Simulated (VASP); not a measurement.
Al3Ga2As5: single point with PBE

The system is Al3Ga2As5.

```xyz
10
Lattice="-1.9299 1.9299 13.6465 1.9299 -1.9299 13.6465 1.9299 1.9299 -13.6465" Properties=species:S:1:pos:R:3 pbc="T T T"
Al    0.0000    0.0000    0.0000
Al    0.0000    0.0000   16.3758
Al    0.0000    0.0000   10.9172
Ga    0.0000    0.0000    5.4586
Ga    0.0000    0.0000   21.8344
As    0.0000    1.9299    4.0940
As    1.9299    0.0000    6.8233
As    0.0000    1.9299    9.5526
As    1.9299    0.0000   12.2819
As    1.9299    0.0000    1.3647
```

| Property | Result |
| --- | --- |
| Program | VASP 6.6.1 |
| Task | single point |
| Functional | PBE |
| Potentials or basis | VASP PAW PBE potentials, release 64 (Al, Ga_d, As) |
| Cutoff | 520 eV |
| k mesh | 6 × 6 × 6 |
| Occupations | gaussian, width 0.1 eV |
| Spin | no spin polarisation |
| Dipole correction | no |
| Further INCAR settings | ALGO = Normal; EDIFF = 1e-06; NBANDS = 41 |

The pressure is 13.6 GPa and the largest force is 0.088 eV/Å. The band gap on the k mesh is 1.16 eV, indirect (least direct gap 1.22 eV).

Forces in eV/Å, atoms in the order of the input:
```
Al   0.000  0.000  0.000
Al   0.000  0.000  0.028
Al   0.000  0.000 -0.028
Ga   0.000  0.000  0.039
Ga   0.000  0.000 -0.039
As   0.000  0.000 -0.088
As   0.000  0.000  0.000
As   0.000  0.000  0.088
As   0.000  0.000 -0.011
As   0.000  0.000  0.011
```

Stress tensor (GPa, compression positive):
```
13.69  0.00  0.00
 0.00 13.69  0.00
 0.00  0.00 13.45
```

Levels at points of the mesh, in eV from the valence-band top:
```
           k point  band 26  band 27  band 28  band 29  band 30  band 31  band 32  band 33  band 34  band 35
(0.00, 0.00, 0.00)    -1.30    -1.30    -0.03     0.00     0.00     1.22     1.57     2.01     2.19     2.41
(0.50, 0.00, 0.00)    -1.22    -1.14    -1.09    -1.08    -1.03     1.96     2.54     2.96     3.31     3.35
(0.50, 0.50, 0.00)    -3.10    -3.05    -3.01    -2.71    -2.71     1.17     1.82     1.93     2.17     2.72
(0.50, 0.50, 0.50)    -0.91    -0.63    -0.63    -0.31    -0.31     1.16     1.78     1.99     2.05     2.89
```

Wall time 36 min on 1 thread of Intel(R) Xeon(R) 6975P-C (Granite Rapids) (shared host), peak memory 2 GiB.

A k mesh can miss the band edges. A hybrid or GW would open this gap; PBE tends to underestimate it.
